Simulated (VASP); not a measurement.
Write the native input for VASP 6.6.1 that does the following.

```yaml
Task: single point
Functional: PBE
Potentials_or_basis: VASP PAW PBE potentials, release 64 (Gd, N, F)
Cutoff: 600 eV
k_mesh: 4 × 4 × 2
Occupations: gaussian, width 0.15 eV
Spin: collinear spin, ferromagnetic start
Starting_moments: "[7.0, 7.0, 0.0, 0.0, 0.0, 0.0] μB"
Dipole_correction: no
Further_INCAR_settings: ALGO = Normal; EDIFF = 1e-06; NBANDS = 44
```

The structure of Gd2NF3 lies in POSCAR:

```
Gd2NF3
1.0
    3.8745038719      0.0000000000      0.0000000000
   -1.9372519360      3.3554187801      0.0000000000
    0.0000000000      0.0000000000      5.9504552439
Gd N F
2 1 3
Direct
    0.6666666667      0.3333333333      0.2384242182
    0.6666666667      0.3333333333      0.7615757818
    0.0000000000      0.0000000000      0.0000000000
    0.0000000000      0.0000000000      0.5000000000
    0.3333333333      0.6666666667      0.0000000000
    0.3333333333      0.6666666667      0.5000000000
```

The cell was built from a structure type or drawn by symmetry, and may not be a known phase.

The input as run:

INCAR

```
ALGO     = Normal         # electronic algorithm
EDIFF    = 1E-6           # SCF threshold, eV
ENCUT    = 600            # plane-wave cutoff, eV
GGA      = PE             # functional
GGA_COMPAT= False        
ISIF     = 2              # what is computed and relaxed
ISMEAR   = 0              # smearing method
ISPIN    = 2              # spin polarisation
LASPH    = True           # aspherical terms in the spheres
LCHARG   = False          # write CHGCAR
LMAXMIX  = 6              # l up to which the mixer works
LORBIT   = 11             # projections on sites
LREAL    = False          # projectors in reciprocal space
LWAVE    = False          # write WAVECAR
MAGMOM   = 7 7 0 0 0 0    # initial moments
NBANDS   = 44             # bands
NELM     = 200            # most SCF steps
PREC     = Accurate       # precision mode
SIGMA    = 0.15           # smearing width, eV
```

KPOINTS

```
k-points
0
Gamma
  4 4 2
```

Potentials or basis: VASP PAW PBE potentials, release 64 (Gd, N, F).

Launch:

```sh
$ cat potpaw_PBE.64/Gd/POTCAR potpaw_PBE.64/N/POTCAR potpaw_PBE.64/F/POTCAR > POTCAR
$ mpirun -np 1 vasp_std > vasp.out
```

Results of the run:

- Pressure: -0.3 GPa
- Largest force: 0.007 eV/Å
- Net moment: 14.17 μB per cell
- Site moments: Gd +6.85; N -0.11; F +0.00, -0.03, +0.01 μB
- Valence electrons inside the program's atomic spheres: Gd 15.16; N 3.54; F 6.09, 6.07 (each value once)

Caveat: the k points lie up to 0.53 Å⁻¹ apart.

Run time: 8.2 min on 1 thread of Intel(R) Xeon(R) Platinum 8488C (Sapphire Rapids) (shared host), peak memory 0.29 GiB.
